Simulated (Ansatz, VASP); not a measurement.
## One calculation of MgF2, two programs

File POSCAR:

```
MgF2
1.0
    4.8068966344      0.0000000000      0.0000000000
    0.0000000000      4.8068966344      0.0000000000
    0.0000000000      0.0000000000      3.1679562299
Mg F
2 4
Direct
    0.0000000000      0.0000000000      0.0000000000
    0.5000000000      0.5000000000      0.5000000000
    0.3061403296      0.3061403296      0.0000000000
    0.1938596704      0.8061403296      0.5000000000
    0.8061403296      0.1938596704      0.5000000000
    0.6938596704      0.6938596704      0.0000000000
```

The input INCAR.step1:

```
SYSTEM = MgF2
ALGO     = Normal         ! electronic algorithm
EDIFF    = 1E-5           ! SCF threshold, eV
ENCUT    = 660            ! plane-wave cutoff, eV
GGA      = PE             ! functional
GGA_COMPAT= .False.      
ISMEAR   = 0              ! smearing method
LASPH    = .True.         ! aspherical terms in the spheres
LCHARG   = .False.        ! write CHGCAR
LREAL    = .False.        ! projectors in reciprocal space
LWAVE    = .True.         ! write WAVECAR
NBANDS   = 25             ! bands
NELM     = 120            ! most SCF steps
PREC     = Accurate       ! precision mode
SIGMA    = 0.01           ! smearing width, eV
```

INCAR.step2

```
SYSTEM = MgF2
ALGO     = Normal         ! electronic algorithm
EDIFF    = 1E-6           ! SCF threshold, eV
ENCUT    = 660            ! plane-wave cutoff, eV
GGA_COMPAT= .False.      
ISIF     = 2              ! what is computed and relaxed
ISMEAR   = 0              ! smearing method
ISTART   = 1            
LASPH    = .True.         ! aspherical terms in the spheres
LCHARG   = .True.         ! write CHGCAR
LELF     = .True.         ! ELF
LMIXTAU  = .True.       
LREAL    = .False.        ! projectors in reciprocal space
LVHAR    = .True.       
LWAVE    = .False.        ! write WAVECAR
METAGGA  = R2SCAN         ! meta-GGA
NBANDS   = 25             ! bands
NELM     = 120            ! most SCF steps
PREC     = Accurate       ! precision mode
SIGMA    = 0.01           ! smearing width, eV
```

Contents of KPOINTS:

```
k-points
0
Gamma
  6 6 8
  0 0 0
```

Input for Ansatz:

```yaml
crystal:
  lattice:
    - [4.8068966344, 0.0, 0.0]
    - [0.0, 4.8068966344, 0.0]
    - [0.0, 0.0, 3.1679562299]
  atoms:
    - { symbol: Mg, position: [0.0, 0.0, 0.0] }
    - { symbol: Mg, position: [0.5, 0.5, 0.5] }
    - { symbol: F, position: [0.3061403296, 0.3061403296, 0.0] }
    - { symbol: F, position: [0.1938596704, 0.8061403296, 0.5] }
    - { symbol: F, position: [0.8061403296, 0.1938596704, 0.5] }
    - { symbol: F, position: [0.6938596704, 0.6938596704, 0.0] }
kpoints:
  mp_grid: { grid: [6, 6, 8] }
  band_path:
    path:
      - [0.0, 0.0, 0.0]
      - [0.0, 0.5, 0.0]
      - [0.5, 0.5, 0.0]
      - [0.0, 0.0, 0.5]
      - [0.0, 0.5, 0.5]
      - [0.5, 0.5, 0.5]
    npoints: 1
hamiltonian:
  xc: r2scan
scf:
  occupations: { method: fixed }
  n_extra_bands: 5
output:
  forces: true
  stress: true
  eigenvalues: true
```

Change from the starting cell: hydrostatic strain +4.0%.

Alike in both runs: task single point; functional r2SCAN; k mesh 6 × 6 × 8; no spin polarisation.

|  | VASP | Ansatz |
| --- | --- | --- |
| version | VASP 6.6.1 | Ansatz 0.2.0 |
| potentials or method | VASP PAW PBE potentials, release 64 (Mg, F) | plane waves, PAW |
| plane-wave cutoff (eV) | 660 | 500 |
| occupations | gaussian, width 0.01 eV | fixed |
| valence electrons in the cell | 32 | 48 |

```tsv
	VASP	Ansatz	Ansatz less VASP
gap on the k mesh at the Fermi level (eV)	7.25	7.29	+0.039
pressure (GPa)	-10.8	-9.5	+1.28
traceless stress, the component that is largest in VASP (GPa)	-1.19	-1.09	+0.102
```

VASP's potentials were made for PBE, not for r2SCAN. VASP's potentials hold 32 valence electrons a cell and Ansatz's 48, so a difference there can come from the potentials and not from the codes.
